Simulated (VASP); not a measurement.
Crystal: CuO.

```
CELL_PARAMETERS angstrom
0.00000 2.11656 2.11656
2.11656 0.00000 2.11656
2.11656 2.11656 0.00000
ATOMIC_POSITIONS crystal
Cu 0.02950 0.02810 0.90803
O 0.47050 0.47190 0.59197
```

Base run:

```yaml
Program: VASP 6.6.1
Functional: PBEsol
Potentials_or_basis: VASP PAW PBE potentials, release 64 (Cu, O)
Cutoff: 520 eV
k_mesh: 11 × 11 × 11
Occupations: fermi-dirac, width 0.05 eV
Spin: no spin polarisation
Hubbard_terms: Cu d U = 5.3 eV
```

Its results: pressure 3.8 GPa; largest force 0.781 eV/Å.

After a change of settings the same cell gave: pressure -3.6 GPa; largest force 0.632 eV/Å. Which change was it?
A. hubbard terms from Cu d U = 5.3 eV to Cu d U = 4.5 eV; further incar settings from ALGO = Normal; EDIFF = 1e-06; NBANDS = 16 to ALGO = Normal; EDIFF = 1e-07; NBANDS = 16
B. functional from PBEsol to PBE; hubbard terms from Cu d U = 5.3 eV to none
C. functional from PBEsol to LDA; potentials or basis from VASP PAW PBE potentials, release 64 (Cu, O) to VASP PAW LDA potentials, release 64 (Cu, O)
D. functional from PBEsol to PBE

C.

Caveats: an odd number of electrons without spin polarisation forces a metal; a magnetic or distorted state may lie lower; U without spin polarisation on a metal has little footing; the PAW data sets were made with another functional, which shifts forces and pressure a little (some runs).
